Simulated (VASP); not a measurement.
# In3Cu (Pm-3m) in VASP: further runs, part 2 of 2

VASP 6.6.1.

### Step 4. Single point, BLYP+U

This run uses another cell than the first one, of 22.52 Å³/atom, 1.119 times its volume.

Input file INCAR:

```
AGGAC = 1.0 ; AGGAX = 1.0
ALDAC = 0.0 ; ALDAX = 1.0
ALGO = Normal ; EDIFF = 1E-6
ENCUT = 600 ; GGA = B5
GGA_COMPAT = F ; ISIF = 2
ISMEAR = 0 ; LASPH = T
LCHARG = F ; LDAU = T
LDAUJ = 0.34 0 ; LDAUL = 2 -1
LDAUPRINT = 1 ; LDAUTYPE = 1
LDAUU = 5.8 0 ; LMAXMIX = 4
LREAL = F ; LWAVE = F
NBANDS = 33 ; NELM = 200
PREC = Accurate ; SIGMA = 0.1
```

Input file KPOINTS:

```
k-points
0
Gamma
  2 2 2
```

Input file POSCAR:

```
In3Cu
1.0
    4.4827670000      0.0000000000      0.0000000000
    0.0000000000      4.4827670000      0.0000000000
    0.0000000000      0.0000000000      4.4827670000
In Cu
3 1
Direct
    0.0000000000      0.5000000000      0.5000000000
    0.5000000000      0.0000000000      0.5000000000
    0.5000000000      0.5000000000      0.0000000000
    0.0000000000      0.0000000000      0.0000000000
```

Potentials or basis: VASP PAW PBE potentials, release 64 (In_d, Cu).

The run is started by

```bash
$ cat potpaw_PBE.64/In_d/POTCAR potpaw_PBE.64/Cu/POTCAR > POTCAR
$ mpirun -np 1 vasp_std > vasp.out
```

OUTCAR:

```text
EDIFF = 1E-6
   ENCUT = 600
   GGA = B5
   ISIF = 2
   ISMEAR = 0
   LASPH = T
   LREAL = F
   NELM = 200
   PREC = Accurate

 ion  position               nearest neighbor table
   1  0.000  0.500  0.500-   2 3.17   3 3.17   4 3.17   3 3.17   4 3.17   2 3.17   4 3.17   4 3.17
                             2 3.17   3 3.17   3 3.17   2 3.17
   2  0.500  0.000  0.500-   1 3.17   3 3.17   4 3.17   3 3.17   4 3.17   1 3.17   3 3.17   3 3.17
                             1 3.17   4 3.17   4 3.17   1 3.17
   3  0.500  0.500  0.000-   1 3.17   2 3.17   4 3.17   1 3.17   2 3.17   2 3.17   4 3.17   2 3.17
                             1 3.17   4 3.17   1 3.17   4 3.17
   4  0.000  0.000  0.000-   1 3.17   2 3.17   3 3.17   1 3.17   2 3.17   1 3.17   3 3.17   1 3.17
                             2 3.17   3 3.17   2 3.17   3 3.17

  LATTYP: Found a simple cubic cell.
 ALAT       =     4.4827670000

  Lattice vectors:

 A1 = (   4.4827670000,   0.0000000000,   0.0000000000)
 A2 = (   0.0000000000,   4.4827670000,   0.0000000000)
 A3 = (   0.0000000000,   0.0000000000,   4.4827670000)

Analysis of symmetry for initial positions (statically):
=====================================================================
 Subroutine PRICEL returns:
 Original cell was already a primitive cell.

 Routine SETGRP: Setting up the symmetry group for a
 simple cubic supercell.

 Subroutine GETGRP returns: Found 48 space group operations
 (whereof 48 operations were pure point group operations)
 out of a pool of 48 trial point group operations.

The static configuration has the point symmetry O_h .
[... 230 lines left out ...]
  o =  0.9959  v =  0.0000  0.0000  0.0000  0.0000  0.0000  1.0000  0.0000  0.0000  0.0000  0.0000      0.0000  0.0000  0.0000  0.0000  0.0000  0.0000  0.0000  0.0000  0.0000  0.0000
  o =  0.9960  v =  0.0000 -0.0000  1.0000 -0.0000  0.0000  0.0000  0.0000  0.0000  0.0000  0.0000      0.0000  0.0000  0.0000  0.0000  0.0000  0.0000  0.0000  0.0000  0.0000  0.0000
  o =  0.9960  v =  0.0000  0.0000  0.0000  0.0000  0.0000  0.0000 -0.0000  1.0000 -0.0000  0.0000      0.0000  0.0000  0.0000  0.0000  0.0000  0.0000  0.0000  0.0000  0.0000  0.0000
  o =  0.9967  v =  0.0000  0.0000  0.0000  0.0000  0.0000  0.0000  0.1339  0.0000  0.9910 -0.0000      0.0000  0.0000  0.0000  0.0000  0.0000  0.0000  0.0000  0.0000  0.0000  0.0000
  o =  0.9967  v =  0.0000  0.1339  0.0000  0.9910 -0.0000  0.0000  0.0000  0.0000  0.0000  0.0000      0.0000  0.0000  0.0000  0.0000  0.0000  0.0000  0.0000  0.0000  0.0000  0.0000
  o =  0.9967  v =  0.0000  0.0000  0.0000  0.0000  0.0000  0.0000 -0.9910 -0.0000  0.1339 -0.0000      0.0000  0.0000  0.0000  0.0000  0.0000  0.0000  0.0000  0.0000  0.0000  0.0000
  o =  0.9967  v =  0.0000 -0.9910 -0.0000  0.1339 -0.0000  0.0000  0.0000  0.0000  0.0000  0.0000      0.0000  0.0000  0.0000  0.0000  0.0000  0.0000  0.0000  0.0000  0.0000  0.0000

 number of electron      50.0000053 magnetization

 Free energy of the ion-electron system (eV)
  ---------------------------------------------------
  ext. energy  EPLUGINS =         0.00000000
  ---------------------------------------------------
  free energy    TOTEN  =        -5.92018562 eV

  energy without entropy =       -5.88157539  energy(sigma->0) =       -5.90088050

 E-fermi :   8.5560     XC(G=0): -10.0067

 val. band max:        8.5255412009   @ k =   0.5000   0.0000   0.0000
 cond. band min:       8.8075391804   @ k =   0.5000   0.0000   0.0000
 fundamental gap:      0.2819979795
 Fermi energy:         8.5559812972

 k-point     1 :       0.0000    0.0000    0.0000
  band No.  band energies     occupation
      1      -9.4707      2.00000
      2      -9.4707      2.00000
      3      -9.4707      2.00000
      4      -9.4333      2.00000
      5      -9.2678      2.00000
      6      -9.2678      2.00000
[... 133 lines left out ...]
     32      18.2412      0.00000
     33      18.2413      0.00000

------------------------ aborting loop because EDIFF is reached ----------------------------------------

  FORCE on cell =-STRESS in cart. coord.  units (eV):
  Direction    XX          YY          ZZ          XY          YZ          ZX
  --------------------------------------------------------------------------------------
  -------------------------------------------------------------------------------------
  Total        4.2299283      4.2299283      4.2299283      0.0000000     -0.0000000     -0.0000000
  in kB       75.2324304     75.2324304     75.2324304      0.0000000     -0.0000000     -0.0000000
  external PRESSURE =      75.2324304 kB  Pullay stress =       0.0000000 kB

 VOLUME and BASIS-vectors are now :
 -----------------------------------------------------------------------------
  energy-cutoff  :      600.00
  volume of cell :       90.08
      direct lattice vectors                 reciprocal lattice vectors
     4.482767000  0.000000000  0.000000000     0.223076506  0.000000000  0.000000000
     0.000000000  4.482767000  0.000000000     0.000000000  0.223076506  0.000000000
     0.000000000  0.000000000  4.482767000     0.000000000  0.000000000  0.223076506

 POSITION                                       TOTAL-FORCE (eV/Angst)
 -----------------------------------------------------------------------------------
      0.00000      2.24138      2.24138         0.000000      0.000000      0.000000
      2.24138      0.00000      2.24138         0.000000      0.000000      0.000000
      2.24138      2.24138      0.00000         0.000000      0.000000      0.000000
      0.00000      0.00000      0.00000         0.000000      0.000000      0.000000
 -----------------------------------------------------------------------------------
    total drift:                                0.000000      0.000000      0.000000

  FREE ENERGIE OF THE ION-ELECTRON SYSTEM (eV)
  ---------------------------------------------------
  free  energy   TOTEN  =        -5.9201856174 eV

  energy  without entropy=       -5.8815753869  energy(sigma->0) =       -5.90088050
```

OSZICAR:

```text
N       E                     dE             d eps       ncg     rms          rms(c)
DAV:   1     0.486990318082E+03    0.48699E+03   -0.26477E+04   272   0.245E+03
DAV:   2     0.555138375567E+02   -0.43148E+03   -0.42159E+03   264   0.504E+02
DAV:   3    -0.412879655617E+01   -0.59643E+02   -0.58504E+02   298   0.204E+02
DAV:   4    -0.656476244134E+01   -0.24360E+01   -0.24308E+01   320   0.465E+01
DAV:   5    -0.667975360213E+01   -0.11499E+00   -0.11498E+00   423   0.966E+00    0.879E+00
DAV:   6    -0.693463390671E+01   -0.25488E+00   -0.15066E+01   286   0.465E+01    0.680E+00
DAV:   7    -0.592385415739E+01    0.10108E+01   -0.36505E+00   325   0.242E+01    0.231E+00
DAV:   8    -0.595798152499E+01   -0.34127E-01   -0.72165E-01   339   0.909E+00    0.158E+00
DAV:   9    -0.592235718013E+01    0.35624E-01   -0.31838E-01   366   0.640E+00    0.602E-01
DAV:  10    -0.592072520770E+01    0.16320E-02   -0.12019E-02   407   0.977E-01    0.530E-01
DAV:  11    -0.592070951090E+01    0.15697E-04   -0.52802E-04   383   0.903E-02    0.603E-01
DAV:  12    -0.592014852674E+01    0.56098E-03   -0.41883E-03   294   0.770E-01    0.234E-01
DAV:  13    -0.592020012201E+01   -0.51595E-04   -0.36999E-04   359   0.144E-01    0.226E-01
DAV:  14    -0.592019017929E+01    0.99427E-05   -0.20945E-05   318   0.432E-02    0.187E-01
DAV:  15    -0.592018521417E+01    0.49651E-05   -0.88170E-05   286   0.108E-01    0.393E-02
DAV:  16    -0.592018561739E+01   -0.40322E-06   -0.55577E-06   237   0.162E-02
   1 F= -.59201856E+01 E0= -.59008805E+01  d E =-.386102E-01
```

Wall time 33 s (1 thread of Intel Xeon 6975P-C (Granite Rapids), shared host); peak memory 0.2 GiB.

What came out:

| Quantity | Value |
| --- | --- |
| Free energy | -5.9202 eV |
| Pressure | 7.5 GPa |
| Band gap on the k mesh | zero (band 25 reaches 10.20 eV, above the bottom of band 26 at 5.94 eV) |

Eigenvalues of the final occupation matrices:
| site | spin | trace | eigenvalues |
| --- | --- | --- | --- |
| site 1 d | 1 | 4.98 | 1.00 1.00 1.00 1.00 1.00 |
| site 1 d | 2 | 4.98 | 1.00 1.00 1.00 1.00 1.00 |
| site 2 d | 1 | 4.98 | 1.00 1.00 1.00 1.00 1.00 |
| site 2 d | 2 | 4.98 | 1.00 1.00 1.00 1.00 1.00 |
| site 3 d | 1 | 4.98 | 1.00 1.00 1.00 1.00 1.00 |
| site 3 d | 2 | 4.98 | 1.00 1.00 1.00 1.00 1.00 |

Caveat: the k points lie up to 0.70 Å⁻¹ apart; the PAW data sets were made with another functional, which shifts forces and pressure a little; spin-orbit coupling is left out, which moves the levels of the heavy elements; U without spin polarisation on a metal has little footing; the U is typed as a test and isn't derived for this compound.

### Step 5. Single point, PBE

This run uses another cell than the first one, of 22.52 Å³/atom, 1.119 times its volume.

Input file INCAR:

```
ALGO = Normal
EDIFF = 1E-6
ENCUT = 600
GGA = PE
GGA_COMPAT = False
ISIF = 2
ISMEAR = 0
ISYM = 0
LASPH = True
LCHARG = False
LREAL = False
LWAVE = False
NBANDS = 33
NELM = 120
PREC = Accurate
SIGMA = 0.1
```

Input file KPOINTS:

```
k-points
0
Gamma
  5 3 1
```

POSCAR is that of step 4.

The run is started by

```bash
$ cat potpaw_PBE.64/In_d/POTCAR potpaw_PBE.64/Cu/POTCAR > POTCAR
$ mpirun -np 1 vasp_std > vasp.out
```

Wall time 16 s (1 thread of Intel Xeon 6975P-C (Granite Rapids), shared host); peak memory 0.21 GiB.

The run converged, but its numbers aren't listed here, since they failed a check.

Caveat: the k points lie up to 1.40 Å⁻¹ apart; spin-orbit coupling is left out, which moves the levels of the heavy elements.

### Step 6. Summary

| level | U | cell | k mesh | cutoff (eV) | LDAUTYPE | hund's J | gap on the mesh (eV) | pressure (GPa) |
| --- | --- | --- | --- | --- | --- | --- | --- | --- |
| RPBE+U | In d U = 6.9 eV, J = 0.55 eV | a = 4.318 Å, 4 atoms | 3 × 3 × 3 | 600 | 1 | 0.55 | none | 5.2 |
| r2SCAN | - | a = 4.483 Å, 4 atoms | 2 × 2 × 2 | 660 | - | - | none | 2.9 |
| BLYP+U | In d U = 5.8 eV, J = 0.34 eV | a = 4.483 Å, 4 atoms | 2 × 2 × 2 | 600 | 1 | 0.34 | none | 7.5 |

Alike in all rows: task single point; potentials or basis VASP PAW PBE potentials, release 64 (In_d, Cu); no spin polarisation; smearing gaussian 0.1 eV.

Caveats: all runs use coarse meshes; the PAW data sets were made with another functional, which shifts forces and pressure a little; spin-orbit coupling is left out, which moves the levels of the heavy elements; U without spin polarisation on a metal has little footing (some runs); the U is typed as a test and isn't derived for this compound (some runs).

Total energies depend on the potentials used, so only differences within one code and one set of settings carry meaning.
